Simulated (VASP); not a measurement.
# CsRb3Tb (R-3m) in VASP: notebook, part 2 of 2

VASP 6.6.1. The steps go on from the part before.

## 3. Single point, PBE

This run uses another cell than the first one, of 104.41 Å³/atom.

INCAR

```
ALGO = Normal
EDIFF = 1E-6
ENCUT = 500
GGA = PE
GGA_COMPAT = F
ISIF = 2
ISMEAR = 0
LASPH = T
LCHARG = F
LMAXMIX = 6
LREAL = F
LWAVE = F
NBANDS = 30
NELM = 200
PREC = Accurate
SIGMA = 0.1
```

KPOINTS

```
k-points
0
Gamma
  3 3 3
```

POSCAR

```
CsRb3Tb
1.0
    5.1509028076      2.9738751226      5.6801758713
   -5.1509028076      2.9738751226      5.6801758713
    0.0000000000     -5.9477502451      5.6801758713
Cs Rb Tb
1 3 1
Direct
    0.5000000000      0.5000000000      0.5000000000
    0.0000000000      0.0000000000      0.5000000000
    0.5000000000      0.0000000000      0.0000000000
    0.0000000000      0.5000000000      0.0000000000
    0.0000000000      0.0000000000      0.0000000000
```

Potentials or basis: VASP PAW PBE potentials, release 64 (Cs_sv, Rb_sv, Tb_3), 4f in core.

On the command line:

```bash
cat potpaw_PBE.64/Cs_sv/POTCAR potpaw_PBE.64/Rb_sv/POTCAR potpaw_PBE.64/Tb_3/POTCAR > POTCAR
mpirun -np 1 vasp_std > vasp.out
```

OUTCAR:

```text
EDIFF = 1E-6
   ENCUT = 500
   GGA = PE
   ISIF = 2
   ISMEAR = 0
   LASPH = T
   LREAL = F
   NELM = 200
   PREC = Accurate

 ion  position               nearest neighbor table
   1  0.500  0.500  0.500-
   2  0.000  0.000  0.500-   5 4.11   5 4.11   4 5.15   3 5.15   4 5.15   3 5.15
   3  0.500  0.000  0.000-   5 4.11   5 4.11   4 5.15   4 5.15   2 5.15   2 5.15
   4  0.000  0.500  0.000-   5 4.11   5 4.11   3 5.15   3 5.15   2 5.15   2 5.15
   5  0.000  0.000  0.000-   2 4.11   2 4.11   4 4.11   3 4.11   4 4.11   3 4.11

  LATTYP: Found a trigonal (rhomboedric) cell.
 ALAT       =     8.2243620365
 COS(alpha) =     0.2155012305

  Lattice vectors:

 A1 = (   5.1509028076,   2.9738751226,   5.6801758713)
 A2 = (  -5.1509028076,   2.9738751226,   5.6801758713)
 A3 = (   0.0000000000,  -5.9477502451,   5.6801758713)

Analysis of symmetry for initial positions (statically):
=====================================================================
 Subroutine PRICEL returns:
 Original cell was already a primitive cell.

 Routine SETGRP: Setting up the symmetry group for a
 trigonal (rhombohedral) supercell.
[... 155 lines left out ...]

 val. band max:       -0.2821388696   @ k =   0.3333   0.3333   0.3333
 cond. band min:      -0.2080341241   @ k =  -0.3333   0.3333   0.3333
 fundamental gap:      0.0741047455
 Fermi energy:        -0.2496106387

 k-point     1 :       0.0000    0.0000    0.0000
  band No.  band energies     occupation
      1     -28.7997      2.00000
      2     -28.7982      2.00000
      3     -28.7982      2.00000
      4     -25.0870      2.00000
      5     -25.0870      2.00000
      6     -24.9287      2.00000
[... 187 lines left out ...]
     29       0.7564      0.00000
     30       1.2182      0.00000

------------------------ aborting loop because EDIFF is reached ----------------------------------------

  FORCE on cell =-STRESS in cart. coord.  units (eV):
  Direction    XX          YY          ZZ          XY          YZ          ZX
  --------------------------------------------------------------------------------------
  -------------------------------------------------------------------------------------
  Total       -0.0377374     -0.0377374     -0.5090089     -0.0000000     -0.0000000      0.0000000
  in kB       -0.1158145     -0.1158145     -1.5621288     -0.0000000     -0.0000000      0.0000000
  external PRESSURE =      -0.5979193 kB  Pullay stress =       0.0000000 kB

 VOLUME and BASIS-vectors are now :
 -----------------------------------------------------------------------------
  energy-cutoff  :      500.00
  volume of cell :      522.06
      direct lattice vectors                 reciprocal lattice vectors
     5.150902808  2.973875123  5.680175871     0.097070362  0.056043600  0.058683629
    -5.150902808  2.973875123  5.680175871    -0.097070362  0.056043600  0.058683629
     0.000000000 -5.947750245  5.680175871     0.000000000 -0.112087199  0.058683629

 POSITION                                       TOTAL-FORCE (eV/Angst)
 -----------------------------------------------------------------------------------
      0.00000      0.00000      8.52026        -0.000000      0.000000      0.000000
      0.00000     -2.97388      2.84009         0.000000     -0.000000     -0.000000
      2.57545      1.48694      2.84009        -0.000000      0.000000     -0.000000
     -2.57545      1.48694      2.84009         0.000000     -0.000000      0.000000
      0.00000      0.00000      0.00000        -0.000000     -0.000000     -0.000000
 -----------------------------------------------------------------------------------
    total drift:                                0.000000      0.000000     -0.000000

  FREE ENERGIE OF THE ION-ELECTRON SYSTEM (eV)
  ---------------------------------------------------
  free  energy   TOTEN  =        -4.8048638854 eV

  energy  without entropy=       -4.7325174333  energy(sigma->0) =       -4.76869066
```

OSZICAR:

```text
N       E                     dE             d eps       ncg     rms          rms(c)
DAV:   1     0.310168604489E+03    0.31017E+03   -0.16649E+04   408   0.107E+03
DAV:   2     0.360293871304E+02   -0.27414E+03   -0.26979E+03   472   0.238E+02
DAV:   3    -0.356771588606E+01   -0.39597E+02   -0.39187E+02   528   0.755E+01
DAV:   4    -0.492046528772E+01   -0.13527E+01   -0.13270E+01   476   0.166E+01
DAV:   5    -0.497667874446E+01   -0.56213E-01   -0.56152E-01   570   0.244E+00    0.852E+00
DAV:   6    -0.486322178485E+01    0.11346E+00   -0.81015E-01   464   0.152E+00    0.585E+00
DAV:   7    -0.482182233117E+01    0.41399E-01   -0.23157E-01   450   0.107E+00    0.277E+00
DAV:   8    -0.480512682973E+01    0.16696E-01   -0.47624E-02   428   0.628E-01    0.301E-01
DAV:   9    -0.480508594390E+01    0.40886E-04   -0.15517E-02   474   0.227E-01    0.286E-01
DAV:  10    -0.480478388308E+01    0.30206E-03   -0.11598E-03   468   0.689E-02    0.125E-01
DAV:  11    -0.480484703300E+01   -0.63150E-04   -0.94587E-04   462   0.949E-02    0.770E-02
DAV:  12    -0.480486130155E+01   -0.14269E-04   -0.65501E-05   506   0.206E-02    0.230E-02
DAV:  13    -0.480486478295E+01   -0.34814E-05   -0.10532E-05   468   0.121E-02    0.860E-03
DAV:  14    -0.480486388545E+01    0.89750E-06   -0.72523E-06   414   0.883E-03
   1 F= -.48048639E+01 E0= -.47686907E+01  d E =-.723465E-01
```

It took 78 s on 1 thread of AMD EPYC 9R45 (Zen 5), shared host; peak memory 0.5 GiB.

What came out:

| Item | Value |
| --- | --- |
| Free energy | -4.8049 eV |
| Pressure | -0.1 GPa |
| Band gap on the k mesh | zero (an odd number of electrons rules out a gap without spin polarisation) |

Caveat: spin-orbit coupling is left out, which moves the levels of the heavy elements; the 4f electrons are frozen in the core, so they carry no moment and show no levels. Spin polarisation is off, so any magnetic state and its effect on volume and gap are missing.

## 4. Relaxation of cell and atoms, PBE

INCAR

```
  PREC = Accurate
  ENCUT = 500
  EDIFF = 1E-7
  ISMEAR = 0
  SIGMA = 0.1
  LREAL = F
  LASPH = T
  NELM = 200
  ALGO = Normal
  ISIF = 3
  LWAVE = F
  LCHARG = F
  GGA = PE
  IBRION = 2
  NSW = 90
  EDIFFG = -0.04
  GGA_COMPAT = F
  NELMIN = 4
  LMAXMIX = 6
```

KPOINTS

```
Automatic mesh
0
Gamma
  3 3 3
```

Changes to POSCAR since step 3:

```diff
@@ -2,5 +2,5 @@
 1.0
-    5.1509028076      2.9738751226      5.6801758713
-   -5.1509028076      2.9738751226      5.6801758713
-    0.0000000000     -5.9477502451      5.6801758713
+    3.5614233800      2.0561887500      5.2684336700
+   -3.5614233800      2.0561887500      5.2684336700
+    0.0000000000     -4.1123775000      5.2684336700
 Cs Rb Tb
```

On the command line:

```bash
cat potpaw_PBE.64/Cs_sv/POTCAR potpaw_PBE.64/Rb_sv/POTCAR potpaw_PBE.64/Tb_3/POTCAR > POTCAR
mpirun -np 1 vasp_std > vasp.out
```

It took 7.5 min on 1 thread of AMD EPYC 9R45 (Zen 5), shared host; peak memory 0.35 GiB.

It converged, with:

| Quantity | Value |
| --- | --- |
| Free energy | -4.7766 eV |
| Relaxed volume | 100.20 Å³/atom |
| Relaxed cell | a = 8.019 Å, b = 8.019 Å, c = 8.019 Å, α = 81.74°, β = 81.74°, γ = 81.74° |
| Space group after relaxing (to 0.1 Å) | R-3m (No. 166) |
| Energy gained by relaxing | 667.3 meV/atom |
| Ionic steps | 11 |
| Pressure after relaxing | 0.0 GPa |
| Band gap on the k mesh | zero (an odd number of electrons rules out a gap without spin polarisation) |

The path:
| step | energy change (eV) | largest force (eV/Å) | pressure (GPa) | volume (Å³) |
| --- | --- | --- | --- | --- |
| 1 | 0.0000 | 0.0000 | 5.87 | 231.48 |
| 2 | -1.7474 | 0.0000 | 2.88 | 292.92 |
| 3 | -3.0483 | 0.0000 | 0.66 | 416.54 |
| 4 | -2.7364 | 0.0000 | -0.52 | 755.24 |
| 5 | -3.2260 | 0.0000 | -0.20 | 553.23 |
| 6 | -3.2471 | 0.0000 | -0.08 | 520.99 |
| 7 | -3.2478 | 0.0000 | -0.04 | 513.68 |
| 8 | -3.2641 | 0.0000 | -0.03 | 510.67 |
| 9 | -3.3019 | 0.0000 | 0.01 | 500.96 |
| 10 | -3.3219 | 0.0000 | 0.17 | 478.31 |
| 11 | -3.3363 | 0.0000 | 0.03 | 500.98 |

Final structure:
```cif
data_structure
_symmetry_space_group_name_H-M 'P 1'
_symmetry_Int_Tables_number 1
_cell_length_a 8.0188
_cell_length_b 8.0188
_cell_length_c 8.0188
_cell_angle_alpha 81.743
_cell_angle_beta 81.743
_cell_angle_gamma 81.743
_cell_volume 500.98
loop_
_atom_site_label
_atom_site_type_symbol
_atom_site_fract_x
_atom_site_fract_y
_atom_site_fract_z
_atom_site_occupancy
Cs1 Cs 0.50000 0.50000 0.50000 1
Rb1 Rb 0.00000 0.00000 0.50000 1
Rb2 Rb 0.50000 0.00000 0.00000 1
Rb3 Rb 0.00000 0.50000 0.00000 1
Tb1 Tb 0.00000 0.00000 0.00000 1
```

Levels at points of the mesh, in eV from the Fermi level:
| k point | band 20 | band 21 | band 22 | band 23 | band 24 | band 25 | band 26 | band 27 |
| --- | --- | --- | --- | --- | --- | --- | --- | --- |
| (0.00, 0.00, 0.00) | -2.40 | -0.12 | -0.12 | -0.12 | 0.11 | 0.11 | 0.17 | 0.85 |

Caveat: the k points lie up to 0.27 Å⁻¹ apart in the final cell, too coarse for converged energies and pressures of a metal; the volume moved by over 15 % at a fixed basis, so the end points are rough; spin-orbit coupling is left out, which moves the levels of the heavy elements; the 4f electrons are frozen in the core, so they carry no moment and show no levels. Spin polarisation is off, so any magnetic state and its effect on volume and gap are missing.

## 5. Single point, PBE

This run uses another cell than the first one, of 102.52 Å³/atom.

INCAR

```
PREC = Accurate
ENCUT = 500
EDIFF = 1E-6
ISMEAR = 0
SIGMA = 0.1
LREAL = False
LASPH = True
NELM = 200
ALGO = Normal
ISIF = 2
LWAVE = False
LCHARG = True
GGA = PE
LELF = True
LVHAR = True
NBANDS = 30
GGA_COMPAT = False
LMAXMIX = 6
```

KPOINTS

```
regular mesh
0
Gamma
  6 6 6
```

Changes to POSCAR since step 4:

```diff
@@ -2,5 +2,5 @@
 1.0
-    3.5614233800      2.0561887500      5.2684336700
-   -3.5614233800      2.0561887500      5.2684336700
-    0.0000000000     -4.1123775000      5.2684336700
+    5.2970243501      3.0582384344      5.2737148175
+   -5.2970243501      3.0582384344      5.2737148175
+    0.0000000000     -6.1164768688      5.2737148175
 Cs Rb Tb
```

On the command line:

```bash
cat potpaw_PBE.64/Cs_sv/POTCAR potpaw_PBE.64/Rb_sv/POTCAR potpaw_PBE.64/Tb_3/POTCAR > POTCAR
mpirun -np 1 vasp_std > vasp.out
```

Run time: 6.1 min. Hardware: 1 thread of AMD EPYC 9R45 (Zen 5), shared host; peak memory 0.77 GiB.

It converged, with:

| Property | Result |
| --- | --- |
| Free energy | -4.7976 eV |
| Pressure | 0.0 GPa |
| Band gap on the k mesh | zero (an odd number of electrons rules out a gap without spin polarisation) |

Levels at points of the mesh, in eV from the Fermi level:
```csv
k point,band 20,band 21,band 22,band 23,band 24,band 25,band 26,band 27
"(0.00, 0.00, 0.00)",-2.40,-0.15,-0.13,-0.13,0.12,0.12,0.18,0.80
"(0.50, 0.00, 0.00)",-2.10,-0.80,-0.06,0.16,0.18,0.19,0.33,0.72
"(0.50, 0.50, 0.00)",-1.83,-0.47,-0.22,-0.21,0.13,0.19,0.26,0.52
"(0.50, 0.50, 0.50)",-1.50,-0.50,-0.10,-0.10,0.07,0.13,0.13,0.53
```

Caveat: spin-orbit coupling is left out, which moves the levels of the heavy elements; the 4f electrons are frozen in the core, so they carry no moment and show no levels.

## 6. Summary

| task | cell | k mesh | gap on the mesh (eV) | pressure (GPa) |
| --- | --- | --- | --- | --- |
| single point | a = 6.683 Å, angles 64.4°, 5 atoms | 3 × 3 × 3 | none | 5.9 |
| single point | a = 8.224 Å, angles 77.6°, 5 atoms | 3 × 3 × 3 | none | -0.1 |
| relaxation of cell and atoms | relaxed from a = 6.683 Å, angles 64.4°, 5 atoms | 3 × 3 × 3 | none | 0.0 |
| single point | a = 8.076 Å, angles 82.0°, 5 atoms | 6 × 6 × 6 | none | 0.0 |

Alike in all rows: level PBE; potentials or basis VASP PAW PBE potentials, release 64 (Cs_sv, Rb_sv, Tb_3), 4f in core; no spin polarisation; cutoff (eV) 500; smearing gaussian 0.1 eV.

Caveats: some runs use coarse meshes; spin-orbit coupling is left out, which moves the levels of the heavy elements; the 4f electrons are frozen in the core, so they carry no moment and show no levels; the volume moved by over 15 % at a fixed basis, so the end points are rough (at least some runs).

Total energies depend on the potentials used, so only differences within one code and one set of settings carry meaning.

The gap in the log of VASP goes by the Fermi energy; the results here count the filled bands.